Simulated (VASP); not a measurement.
# MnS (Fm-3m) in VASP: a series of runs

MnS is run at these levels: PBE; tasks: single point.

Program: VASP 6.6.1. These are calculated values, not measurements. Logs are shortened: lines on timing, memory, paths and dates and some standing lists are left out, and cuts for length are marked.

### 1 The cell of the first run

It takes space group Fm-3m (No. 225, cubic). The conventional cell has a = 5.119 Å, b = 5.119 Å, c = 5.119 Å, α = 90.00°, β = 90.00°, γ = 90.00°. Mn (site symmetry m-3m) has 6 S at 2.56 Å within 3.4 Å. Within 3.4 Å of S (site symmetry m-3m) lie 6 Mn at 2.56 Å.

### 2 Single point, PBE, collinear spin, ferromagnetic start (volume scaled by 0.9405)

INCAR

```
  ALGO = Normal
  EDIFF = 1E-6
  ENCUT = 520
  GGA = PE
  ISIF = 2
  ISMEAR = -1
  ISPIN = 2
  LASPH = True
  LCHARG = True
  LELF = True
  LMAXMIX = 4
  LORBIT = 11
  LREAL = False
  LVHAR = True
  LWAVE = False
  MAGMOM = 4 0
  NBANDS = 20
  NELM = 150
  PREC = Accurate
  SIGMA = 0.05
```

KPOINTS

```
k-points
0
Gamma
  12 12 12
```

POSCAR

```
MnS
1.0
    0.0000000000      2.5593774420      2.5593774420
    2.5593774420      0.0000000000      2.5593774420
    2.5593774420      2.5593774420      0.0000000000
Mn S
1 1
Direct
    0.0000000000      0.0000000000      0.0000000000
    0.5000000000      0.5000000000      0.5000000000
```

Potentials or basis: VASP PAW PBE potentials, release 64 (Mn_pv, S).

The run is started by

```
cat potpaw_PBE.64/Mn_pv/POTCAR potpaw_PBE.64/S/POTCAR > POTCAR
mpirun -np 1 vasp_std > vasp.out
```

OUTCAR:

```text
EDIFF = 1E-6
   ENCUT = 520
   GGA = PE
   ISIF = 2
   ISMEAR = -1
   ISPIN = 2
   LASPH = True
   LORBIT = 11
   LREAL = False
   NELM = 150
   PREC = Accurate

 ion  position               nearest neighbor table
   1  0.000  0.000  0.000-   2 2.56   2 2.56   2 2.56   2 2.56   2 2.56   2 2.56
   2  0.500  0.500  0.500-   1 2.56   1 2.56   1 2.56   1 2.56   1 2.56   1 2.56

  LATTYP: Found a face centered cubic cell.
 ALAT       =     5.1187548840

  Lattice vectors:

 A1 = (   0.0000000000,   2.5593774420,   2.5593774420)
 A2 = (   2.5593774420,   0.0000000000,   2.5593774420)
 A3 = (   2.5593774420,   2.5593774420,   0.0000000000)

Analysis of symmetry for initial positions (statically):
=====================================================================
 Subroutine PRICEL returns:
 Original cell was already a primitive cell.

 Routine SETGRP: Setting up the symmetry group for a
 face centered cubic supercell.

 Subroutine GETGRP returns: Found 48 space group operations
 (whereof 48 operations were pure point group operations)
 out of a pool of 48 trial point group operations.

The static configuration has the point symmetry O_h .

Analysis of symmetry for dynamics (positions and initial velocities):
=====================================================================
 Subroutine PRICEL returns:
 Original cell was already a primitive cell.

 Routine SETGRP: Setting up the symmetry group for a
 face centered cubic supercell.

 Subroutine GETGRP returns: Found 48 space group operations
 (whereof 48 operations were pure point group operations)
 out of a pool of 48 trial point group operations.

The dynamic configuration has the point symmetry O_h .

Analysis of structural, dynamic, and magnetic symmetry:
=====================================================================
 Subroutine PRICEL returns:
 Original cell was already a primitive cell.

 Routine SETGRP: Setting up the symmetry group for a
 face centered cubic supercell.

 Subroutine GETGRP returns: Found 48 space group operations
 (whereof 48 operations were pure point group operations)
 out of a pool of 48 trial point group operations.

The overall configuration has the point symmetry O_h .

 Subroutine INISYM returns: Found 48 space group operations
 (whereof 48 operations are pure point group operations),
 and found     1 'primitive' translations

----------------------------------------------------------------------------------------

                                     Primitive cell

  volume of cell :      33.5300

  direct lattice vectors                    reciprocal lattice vectors
     0.000000000  2.559377442  2.559377442    -0.195360009  0.195360009  0.195360009
     2.559377442  0.000000000  2.559377442     0.195360009 -0.195360009  0.195360009
     2.559377442  2.559377442  0.000000000     0.195360009  0.195360009 -0.195360009

  length of vectors
     3.619506290  3.619506290  3.619506290     0.338373461  0.338373461  0.338373461

  position of ions in fractional coordinates (direct lattice)
     0.000000000  0.000000000  0.000000000
     0.500000000  0.500000000  0.500000000

  ion indices of the primitive-cell ions
   primitive index   ion index
                 1           1
                 2           2

----------------------------------------------------------------------------------------

 KPOINTS: k-points

Automatic generation of k-mesh.
 Grid dimensions read from file:
 generate k-points for:   12   12   12

 Generating k-lattice:

  Cartesian coordinates                     Fractional coordinates (reciprocal lattice)
    -0.016280001  0.016280001  0.016280001     0.083333333  0.000000000  0.000000000
     0.016280001 -0.016280001  0.016280001     0.000000000  0.083333333  0.000000000
     0.016280001  0.016280001 -0.016280001     0.000000000  0.000000000  0.083333333

  Length of vectors
     0.028197788  0.028197788  0.028197788

  Shift w.r.t. Gamma in fractional coordinates (k-lattice)
     0.000000000  0.000000000  0.000000000

 Subroutine IBZKPT returns following result:
 ===========================================

 Found     72 irreducible k-points:

 Following reciprocal coordinates:
            Coordinates               Weight
  0.000000  0.000000  0.000000      1.000000
  0.083333  0.000000  0.000000      8.000000
  0.166667  0.000000  0.000000      8.000000
  0.250000  0.000000  0.000000      8.000000
  0.333333  0.000000  0.000000      8.000000
  0.416667  0.000000  0.000000      8.000000
[... 16 lines left out ...]
  0.500000  0.166667  0.000000     24.000000
 -0.416667  0.166667  0.000000     24.000000
 [... further k-points ...]
   k-points           NKPTS =     72   k-points in BZ     NKDIM =     72   number of bands    NBANDS=     20
   number of dos      NEDOS =    301   number of ions     NIONS =      2
   total plane-waves  NPLWV =  21952
   dimension x,y,z NGX =    28 NGY =   28 NGZ =   28
   dimension x,y,z NGXF=    56 NGYF=   56 NGZF=   56
   ions per type =               1   1
   NGX,Y,Z   is equivalent  to a cutoff of  12.86, 12.86, 12.86 a.u.
   NGXF,Y,Z  is equivalent  to a cutoff of  25.72, 25.72, 25.72 a.u.
 SYSTEM =  unknown system
   PREC   = accura    normal or accurate (medium, high low for compatibility)
   ISTART =      0    job   : 0-new  1-cont  2-samecut
   ICHARG =      2    charge: 1-file 2-atom 10-const
   ISPIN  =      2    spin polarized calculation?
   LNONCOLLINEAR =      F non collinear calculations
   LSORBIT =      F    spin-orbit coupling
   LASPH  =      T    aspherical Exc in radial PAW
   ENCUT  =  520.0 eV  38.22 Ry    6.18 a.u.   6.73  6.73  6.73*2*pi/ulx,y,z
   NELM   =    150;   NELMIN=  2; NELMDL= -5     # of ELM steps
   EDIFF  = 0.1E-05   stopping-criterion for ELM
   LREAL  =      F    real-space projection
   EDIFFG = 0.1E-04   stopping-criterion for IOM
   NSW    =      0    number of steps for IOM
   IBRION =     -1    ionic relax: 0-MD 1-quasi-New 2-CG
   NFREE  =      0    steps in history (QN), initial steepest desc. (CG)
   ISIF   =      2    stress and relaxation
   ISYM   =      2    0-nonsym 1-usesym 2-fastsym
   POTIM  = 0.5000    time-step for ionic-motion
   TEBEG  =    0.0;   TEEND  =   0.0 temperature during run
   PSTRESS=    0.0 pullay stress
   NELECT =      19.0000    total number of electrons
   NUPDOWN=      -1.0000    fix difference up-down
   EMIN   =  10.00;   EMAX   =-10.00  energy-range for DOS
   EFERMI =   0.00;   METHOD = LEGACY
   ISMEAR =    -1;   SIGMA  =   0.05  broadening in eV -4-tet -1-fermi 0-gaus
   EFERMI_NEDOS =   21; number of points for ismear=-14 and -15
   IALGO  =     38    algorithm
   IMIX   =      4    mixing-type and parameters
     AMIX     =   0.40;   BMIX     =  1.00
     AMIX_MAG =   1.60;   BMIX_MAG =  1.00
  volume/ion in A,a.u.               =      16.76       113.14
  Fermi-wavevector in a.u.,A,eV,Ry     =   1.354716  2.560043 24.970178  1.835256
  Thomas-Fermi vector in A             =   2.481865
   LORBIT       =     11    0 simple, 1 ext, 2 COOP (PROOUT), +10 PAW based schemes
   GGA     = PE    functional components
   LHFCALC =     F    Hartree Fock is set to
   AEXX    =    0.0000 exact exchange contribution
   IVDW    =     0    specifies the selected vdW correction
   LEPSILON=     F    determine dielectric tensor
   LRPA    =     F    only Hartree local field effects (RPA)
 spin polarized calculation
  energy-cutoff  :      520.00
  volume of cell :       33.53
 maximum number of plane-waves:       934
   NGX = 13   NGY = 13   NGZ = 13

 number of electron      19.0000005 magnetization       4.5254354

 Free energy of the ion-electron system (eV)
  ---------------------------------------------------
  ext. energy  EPLUGINS =         0.00000000
  ---------------------------------------------------
  free energy    TOTEN  =       -14.08777508 eV

  energy without entropy =      -14.07846949  energy(sigma->0) =      -14.08312229

 E-fermi :   7.2892     XC(G=0): -10.9097

 val. band max:        7.2805376976   @ k =   0.3333   0.1667   0.0000
 cond. band min:       7.2897825624   @ k =   0.3333   0.0000   0.0000
 fundamental gap:      0.0092448648
 Fermi energy:         7.2892209826

 spin component 1

 k-point     1 :       0.0000    0.0000    0.0000
  band No.  band energies     occupation
      1     -43.3718      1.00000
      2     -43.3718      1.00000
      3     -43.3718      1.00000
      4      -7.7208      1.00000
      5       3.8589      1.00000
      6       3.8589      1.00000
[... 12 lines left out ...]
     19      19.2593      0.00000
     20      19.9177      0.00000
[... 507 lines left out ...]
 k-point    24 :      -0.4167    0.1667    0.0000
  band No.  band energies     occupation
      1     -43.3814      1.00000
      2     -43.3752      1.00000
      3     -43.3737      1.00000
      4      -6.1706      1.00000
      5       0.2216      1.00000
      6       2.0423      1.00000
[... 12 lines left out ...]
     19      21.5061      0.00000
     20      22.9902      0.00000

 [... further k-points ...]

 spin component 2

 k-point     1 :       0.0000    0.0000    0.0000
  band No.  band energies     occupation
      1     -38.9919      1.00000
      2     -38.9919      1.00000
      3     -38.9919      1.00000
      4      -7.4436      1.00000
      5       5.4828      1.00000
      6       5.4828      1.00000
[... 12 lines left out ...]
     19      20.2993      0.00000
     20      21.5707      0.00000
[... 507 lines left out ...]
 k-point    24 :      -0.4167    0.1667    0.0000
  band No.  band energies     occupation
      1     -39.0048      1.00000
      2     -38.9964      1.00000
      3     -38.9944      1.00000
      4      -5.9672      1.00000
      5       0.8665      1.00000
      6       3.0942      1.00000
[... 12 lines left out ...]
     19      22.3954      0.00000
     20      23.5231      0.00000

 [... further k-points ...]

------------------------ aborting loop because EDIFF is reached ----------------------------------------

  FORCE on cell =-STRESS in cart. coord.  units (eV):
  Direction    XX          YY          ZZ          XY          YZ          ZX
  --------------------------------------------------------------------------------------
  -------------------------------------------------------------------------------------
  Total       -0.1629631     -0.1629631     -0.1629631      0.0000000     -0.0000000     -0.0000000
  in kB       -7.7869393     -7.7869393     -7.7869393      0.0000000     -0.0000000     -0.0000000
  external PRESSURE =      -7.7869393 kB  Pullay stress =       0.0000000 kB

 VOLUME and BASIS-vectors are now :
 -----------------------------------------------------------------------------
  energy-cutoff  :      520.00
  volume of cell :       33.53
      direct lattice vectors                 reciprocal lattice vectors
     0.000000000  2.559377442  2.559377442    -0.195360009  0.195360009  0.195360009
     2.559377442  0.000000000  2.559377442     0.195360009 -0.195360009  0.195360009
     2.559377442  2.559377442  0.000000000     0.195360009  0.195360009 -0.195360009

 POSITION                                       TOTAL-FORCE (eV/Angst)
 -----------------------------------------------------------------------------------
      0.00000      0.00000      0.00000         0.000000      0.000000     -0.000000
      2.55938      2.55938      2.55938        -0.000000      0.000000      0.000000
 -----------------------------------------------------------------------------------
    total drift:                               -0.000000      0.000000      0.000000

  FREE ENERGIE OF THE ION-ELECTRON SYSTEM (eV)
  ---------------------------------------------------
  free  energy   TOTEN  =       -14.0877750800 eV

  energy  without entropy=      -14.0784694941  energy(sigma->0) =      -14.08312229

 total charge

# of ion       s       p       d       tot
------------------------------------------
    1        0.224   6.178   4.957  11.359
    2        1.328   2.407   0.000   3.735
--------------------------------------------------
tot          1.551   8.585   4.957  15.093

 magnetization (x)

# of ion       s       p       d       tot
------------------------------------------
    1        0.052   0.040   4.032   4.124
    2        0.027   0.061   0.000   0.087
--------------------------------------------------
tot          0.079   0.101   4.032   4.212
```

Run time: 83 s. Hardware: 1 thread of Intel Xeon Platinum 8259CL at 2.50GHz (Skylake/Cascade Lake), shared host; peak memory 0.22 GiB.

What came out:

```yaml
Free_energy: -14.0878 eV
Pressure: -0.8 GPa
Net_moment: 4.53 μB per cell
Site_moments: Mn +4.12; S +0.09 μB
Valence_electrons_inside_the_program's_atomic_spheres: Mn 11.36; S 3.73
```

Levels at points of the mesh, in eV from the Fermi level:
Spin up:
| k point | band 8 | band 9 | band 10 | band 11 | band 12 | band 13 | band 14 | band 15 | band 16 | band 17 |
| --- | --- | --- | --- | --- | --- | --- | --- | --- | --- | --- |
| (0.00, 0.00, 0.00) | -3.33 | -3.33 | -2.00 | -2.00 | -2.00 | 2.06 | 8.66 | 8.66 | 8.66 | 10.65 |
| (0.50, 0.00, 0.00) | -2.84 | -2.84 | -2.44 | 0.54 | 0.54 | 2.81 | 5.38 | 5.38 | 9.08 | 12.52 |
| (0.50, 0.50, 0.00) | -3.71 | -3.05 | -2.69 | -2.69 | -2.15 | 0.93 | 5.50 | 10.55 | 12.43 | 12.43 |
Spin down:
| k point | band 3 | band 4 | band 5 | band 6 | band 7 | band 8 | band 9 | band 10 | band 11 | band 12 |
| --- | --- | --- | --- | --- | --- | --- | --- | --- | --- | --- |
| (0.00, 0.00, 0.00) | -46.28 | -14.73 | -1.81 | -1.81 | -1.81 | 0.09 | 0.09 | 0.09 | 0.17 | 0.17 |
| (0.50, 0.00, 0.00) | -46.28 | -13.33 | -6.79 | -3.65 | -3.65 | 1.15 | 1.15 | 1.37 | 3.24 | 3.24 |
| (0.50, 0.50, 0.00) | -46.29 | -13.16 | -5.95 | -3.42 | -3.42 | -1.12 | 0.63 | 1.42 | 1.42 | 1.56 |

Caveat: a cell with one magnetic atom can't hold antiferromagnetic order, which such compounds often take; semilocal functionals often make such compounds metallic where correlation or magnetic order opens a gap, which also shifts bond lengths.

### 3 Single point, PBE, collinear spin, ferromagnetic start (volume scaled by 0.97)

INCAR

```
PREC = Accurate
ENCUT = 520
EDIFF = 1E-6
ISMEAR = -1
SIGMA = 0.05
LREAL = F
LASPH = T
NELM = 150
ALGO = Normal
ISIF = 2
LWAVE = F
LCHARG = T
ISPIN = 2
MAGMOM = 4 0
LORBIT = 11
LMAXMIX = 4
GGA = PE
LELF = T
LVHAR = T
NBANDS = 20
```

KPOINTS

```
regular mesh
0
Gamma
  12 12 12
```

POSCAR

```
MnS
1.0
    0.0000000000      2.5858618322      2.5858618322
    2.5858618322      0.0000000000      2.5858618322
    2.5858618322      2.5858618322      0.0000000000
Mn S
1 1
Direct
    0.0000000000      0.0000000000      0.0000000000
    0.5000000000      0.5000000000      0.5000000000
```

Potentials or basis: VASP PAW PBE potentials, release 64 (Mn_pv, S).

The run is started by

```
cat potpaw_PBE.64/Mn_pv/POTCAR potpaw_PBE.64/S/POTCAR > POTCAR
mpirun -np 1 vasp_std > vasp.out
```

It took 82 s on 1 thread of Intel Xeon Platinum 8259CL at 2.50GHz (Skylake/Cascade Lake), shared host; peak memory 0.22 GiB.

It converged, with:

- Free energy: -14.0782 eV
- Pressure: -2.2 GPa
- Net moment: 4.63 μB per cell
- Site moments: Mn +4.20; S +0.10 μB
- Valence electrons inside the program's atomic spheres: Mn 11.33; S 3.73

Levels at points of the mesh, in eV from the Fermi level:
Spin up:
```
           k point  band 8  band 9  band 10  band 11  band 12  band 13  band 14  band 15  band 16  band 17
(0.00, 0.00, 0.00)   -3.30   -3.30    -1.93    -1.93    -1.93     1.85     8.62     8.62     8.62    10.63
(0.50, 0.00, 0.00)   -2.85   -2.85    -2.47     0.45     0.45     2.82     5.38     5.38     8.72    12.34
(0.50, 0.50, 0.00)   -3.57   -3.04    -2.71    -2.71    -2.21     0.88     5.48    10.30    12.13    12.13
```
Spin down:
```tsv
k point	band 4	band 5	band 6	band 7	band 8	band 9	band 10	band 11
(0.00, 0.00, 0.00)	-14.47	-1.73	-1.73	-1.73	0.22	0.22	0.22	0.28
(0.50, 0.00, 0.00)	-13.15	-6.54	-3.48	-3.48	1.22	1.22	1.42	3.20
(0.50, 0.50, 0.00)	-12.99	-5.72	-3.28	-3.28	-0.93	0.72	1.47	1.47
```

Caveat: a cell with one magnetic atom can't hold antiferromagnetic order, which such compounds often take; semilocal functionals often make such compounds metallic where correlation or magnetic order opens a gap, which also shifts bond lengths.

(Continued in part 2 of 2.)
